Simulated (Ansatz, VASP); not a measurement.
**Rh: VASP beside Ansatz**

```
Rh
1.0
     0.00000    1.80647    1.85401
     1.80647    0.00000    1.85401
     1.80647    1.80647    0.00000
Rh
1
Cartesian
  0.0000 0.0000 0.0000
```

Change from the starting cell: strain -0.050 along x and y, -0.025 along z, atoms carried along.

Alike in both runs: task single point; functional PBEsol; k mesh 22 × 22 × 22; occupations gaussian, width 0.15 eV; no spin polarisation.

|  | VASP | Ansatz |
| --- | --- | --- |
| version | VASP 6.6.1 | Ansatz 0.2.0 |
| potentials or method | VASP PAW PBE potentials, release 64 (Rh_pv), cutoff 520 eV | scalar-relativistic, plane waves, PAW |
| valence electrons in the cell | 15 | 17 |

```csv
,VASP,Ansatz,Ansatz less VASP
gap on the k mesh at the Fermi level (eV),none,none,-
pressure (GPa),42.9,43.0,+0.06
"traceless stress, the component that is largest in VASP (GPa)",-6.26,-6.27,-0.003
```

VASP's potentials were made for PBE, not for PBEsol. A gap of «none» marks a metal or a gap that the smearing closes. Both programs put the cell under a high pressure, so it lies far from rest at this level. With one functional, cell and mesh, what is left measures potentials, basis and numerics. VASP's potentials hold 15 valence electrons a cell and Ansatz's 17, so a difference there can come from the potentials and not from the codes.
